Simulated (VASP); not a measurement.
Runs of VASP 6.6.1 on Co. The structure is that of space group P6/mmm (No. 191), or close to it. The cells are those of the table. 

| cell | k mesh | gap on the mesh (eV) | pressure (GPa) |
| --- | --- | --- | --- |
| a = 3.753, b = 3.753, c = 2.301 Å, angles 90.0, 90.0, 120.0°, 3 atoms | 11 × 11 × 15 | none | 27.5 |
| a = 3.959, b = 3.959, c = 2.428 Å, angles 90.0, 90.0, 120.0°, 3 atoms | 11 × 11 × 15 | none | (b) |
| a = 3.859, b = 3.859, c = 2.366 Å, angles 90.0, 90.0, 120.0°, 3 atoms | 9 × 9 × 13 | none | 0.4 |
| a = 3.910, b = 3.910, c = 2.397 Å, angles 90.0, 90.0, 120.0°, 3 atoms | 11 × 11 × 15 | none | -9.2 |
| a = 4.008, b = 4.008, c = 2.457 Å, angles 90.0, 90.0, 120.0°, 3 atoms | 11 × 11 × 15 | none | (a) |

Alike in all rows: task single point; level r2SCAN; potentials or basis VASP PAW PBE potentials, release 64 (Co); no spin polarisation; cutoff (eV) 520; smearing fermi-dirac 0.1 eV.

Task: Estimate the missing entries.

Result: (a) -22.8; (b) -16.8.

Caveats: the PAW data sets were made with another functional, which shifts forces and pressure a little; the run has no spin polarisation, though such a crystal can be magnetic.

A gap of «none» marks levels without a gap at the run's occupations.
